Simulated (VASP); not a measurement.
A run of VASP 6.6.1:

Contents of INCAR:

```
PREC = Accurate ; ENCUT = 520
EDIFF = 1E-6 ; ISMEAR = -1
SIGMA = 0.08 ; LREAL = F
LASPH = T ; NELM = 60
ALGO = Normal ; ISIF = 2
LWAVE = F ; LCHARG = T
GGA = PS ; LELF = T
LVHAR = T ; NBANDS = 33
```

File KPOINTS:

```
Automatic mesh
0
Gamma
  12 12 12
```

The input POSCAR:

```
TiO2
1.0
   -1.8848884956      1.8848884956      4.7758817725
    1.8848884956     -1.8848884956      4.7758817725
    1.8848884956      1.8848884956     -4.7758817725
Ti O
2 4
Direct
    0.0000000000      0.0000000000      0.0000000000
    0.7500000000      0.2500000000      0.5000000000
    0.2075272027      0.2075272027      0.0000000000
    0.9575272027      0.4575272027      0.5000000000
    0.5424727973      0.0424727973      0.5000000000
    0.7924727973      0.7924727973      0.0000000000
```

Potentials or basis: VASP PAW PBE potentials, release 64 (Ti_sv, O).

Launch:

```sh
$ cat potpaw_PBE.64/Ti_sv/POTCAR potpaw_PBE.64/O/POTCAR > POTCAR
$ mpirun -np 1 vasp_std > vasp.out
```

Hardware: 1 thread of Intel(R) Xeon(R) Platinum 8259CL CPU @ 2.50GHz (Skylake/Cascade Lake), with other jobs on the host.

Problem. How long does it take, and how much memory?

Solution. Wall time 9.9 min on 1 thread of Intel(R) Xeon(R) Platinum 8259CL CPU @ 2.50GHz (Skylake/Cascade Lake) (shared host), peak memory 0.45 GiB. Counts: scf iterations 15, k points 163.
